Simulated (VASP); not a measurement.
ZrO2 (Cubic zirconia), 3 atoms in the cell. It takes space group Fm-3m (No. 225, cubic). The conventional cell has a = 4.902 Å, b = 4.902 Å, c = 4.902 Å, α = 90.00°, β = 90.00°, γ = 90.00°. Zr (site symmetry m-3m) has 8 O at 2.12 Å within 2.8 Å. O (site symmetry -43m) has 4 Zr at 2.12 Å and 6 O at 2.45 Å within 2.8 Å.  This cell differs from its parent crystal: volume scaled by 0.880.

- Program: VASP 6.6.1
- Task: single point
- Functional: PBE
- Potentials or basis: VASP PAW PBE potentials, release 64 (Zr_sv, O)
- Cutoff: 600 eV
- k mesh: 8 × 8 × 8
- Occupations: gaussian, width 0.05 eV
- Spin: no spin polarisation
- Dipole correction: no
- Further INCAR settings: ALGO = Normal; EDIFF = 1e-06; NBANDS = 19

Potentials or basis: VASP PAW PBE potentials, release 64 (Zr_sv, O).

Run with:

```sh
$ cat potpaw_PBE.64/Zr_sv/POTCAR potpaw_PBE.64/O/POTCAR > POTCAR
$ mpirun -np 1 vasp_std > vasp.out
```

Hardware: 1 thread of Intel Xeon 8259CL, with other jobs on the host.

**Question.** Estimate the wall time of this run.

**Answer.** Wall time 35 s on 1 thread of Intel Xeon 8259CL (shared host), peak memory 0.16 GiB. Counts: scf iterations 14, k points 29.
